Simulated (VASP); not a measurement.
Set up this calculation in VASP 6.6.1, as the native input.

| Quantity | Value |
| --- | --- |
| Task | single point |
| Functional | PBEsol |
| Potentials or basis | VASP PAW PBE potentials, release 64 (Ag) |
| Cutoff | 500 eV |
| k mesh | 6 × 6 × 6 |
| Occupations | gaussian, width 0.1 eV |
| Spin | no spin polarisation |
| Dipole correction | no |
| Further INCAR settings | ALGO = Normal; EDIFF = 1e-06; NBANDS = 24 |

The structure of Ag lies in POSCAR:

```
Ag
1.0
    1.4730471633      0.8504641762      7.2046500000
   -1.4730471633      0.8504641762      7.2046500000
    0.0000000000     -1.7009283525      7.2046500000
Ag
3
Direct
    0.0000000000      0.0000000000      0.0000000000
    0.7777190000      0.7777190000      0.7777190000
    0.2222810000      0.2222810000      0.2222810000
```

One way to write it, as run:

INCAR

```
PREC = Accurate ; ENCUT = 500
EDIFF = 1E-6 ; ISMEAR = 0
SIGMA = 0.1 ; LREAL = False
LASPH = True ; NELM = 120
ALGO = Normal ; ISIF = 2
LWAVE = False ; LCHARG = False
GGA = PS ; NBANDS = 24
GGA_COMPAT = False
```

KPOINTS

```
Automatic mesh
0
Gamma
  6 6 6
```

Potentials or basis: VASP PAW PBE potentials, release 64 (Ag).

Command:

```console
$ cat potpaw_PBE.64/Ag/POTCAR > POTCAR
$ mpirun -np 1 vasp_std > vasp.out
```

It gave:

```yaml
Pressure: -6.8 GPa
Largest_force: 0.004 eV/Å
Band_gap_on_the_k_mesh: zero (an odd number of electrons rules out a gap without spin polarisation)
```

Caveat: the k points lie up to 0.41 Å⁻¹ apart, too coarse for converged energies and pressures of a metal; the PAW data sets were made with another functional, which shifts forces and pressure a little.

Wall time 4.2 min on 1 thread of Intel Xeon 8259CL (shared host), peak memory 0.38 GiB.
